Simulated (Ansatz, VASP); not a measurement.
## Ti3Al: VASP beside Ansatz

```xyz
4
Lattice="2.9297 0.0000 0.0000 -1.4649 2.5372 0.0000 0.0000 0.0000 9.2315" Properties=species:S:1:pos:R:3 pbc="T T T"
Ti    1.4649    0.8457    0.0000
Ti    0.0000    1.6915    6.9279
Ti    0.0000    1.6915    2.3037
Al    1.4649    0.8457    4.6158
```

Alike in both runs: task single point; functional PBE; k mesh 15 × 15 × 6; occupations gaussian, width 0.15 eV; no spin polarisation.

|  | VASP | Ansatz |
| --- | --- | --- |
| version | VASP 6.6.1 | Ansatz 0.2.0 |
| potentials or method | VASP PAW PBE potentials, release 64 (Ti_sv, Al), cutoff 520 eV | scalar-relativistic, plane waves, PAW |
| valence electrons in the cell | 39 | 39 |

```tsv
	VASP	Ansatz	Ansatz less VASP
gap on the k mesh at the Fermi level (eV)	none	none	-
pressure (GPa)	-0.1	0.0	+0.17
```

A gap of «none» marks a metal or a gap that the smearing closes. With one functional, cell and mesh, what is left measures potentials, basis and numerics.
